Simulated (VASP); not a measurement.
Wanted: the native input for a VASP 6.6.1 run.

| Property | Result |
| --- | --- |
| Task | single point |
| Functional | PBE |
| Dispersion | D3(BJ) |
| Potentials or basis | VASP PAW PBE potentials, release 64 (Te) |
| Cutoff | 520 eV |
| k mesh | 6 × 6 × 3 |
| Occupations | fermi-dirac, width 0.05 eV |
| Spin | no spin polarisation |
| Dipole correction | no |
| Further INCAR settings | ALGO = Normal; EDIFF = 1e-06; NBANDS = 13 |

The structure of Te lies in POSCAR:

```
Te
1.0
    3.3036829084      0.0000000000      0.0000000000
   -1.6518414542      2.8610733247      0.0000000000
    0.0000000000      0.0000000000      5.0474901782
Te
2
Direct
    0.3333333333      0.6666666667      0.2500000000
    0.6666666667      0.3333333333      0.7500000000
```

The input as run:

INCAR

```
PREC = Accurate
ENCUT = 520
EDIFF = 1E-6
ISMEAR = -1
SIGMA = 0.05
LREAL = False
LASPH = True
NELM = 60
ALGO = Normal
ISIF = 2
LWAVE = False
LCHARG = False
GGA = PE
IVDW = 12
NBANDS = 13
```

KPOINTS

```
Automatic mesh
0
Gamma
  6 6 3
```

Potentials or basis: VASP PAW PBE potentials, release 64 (Te).

Run with:

```sh
$ cat potpaw_PBE.64/Te/POTCAR > POTCAR
$ mpirun -np 1 vasp_std > vasp.out
```

Results of the run:

```yaml
Pressure: 9.9 GPa
Band_gap_on_the_k_mesh: zero (band 6 reaches 13.88 eV, above the bottom of band 7 at 8.19 eV)
Dispersion_energy_per_atom: -0.611 eV
```

Caveat: the k points lie up to 0.41 Å⁻¹ apart; spin-orbit coupling is left out, which moves the levels of the heavy elements; pairwise dispersion overbinds metals, which lowers pressure and volume.

Run time: 14 s on 1 thread of AMD EPYC 7R13 Processor (Zen 3) (shared host), peak memory 0.15 GiB.
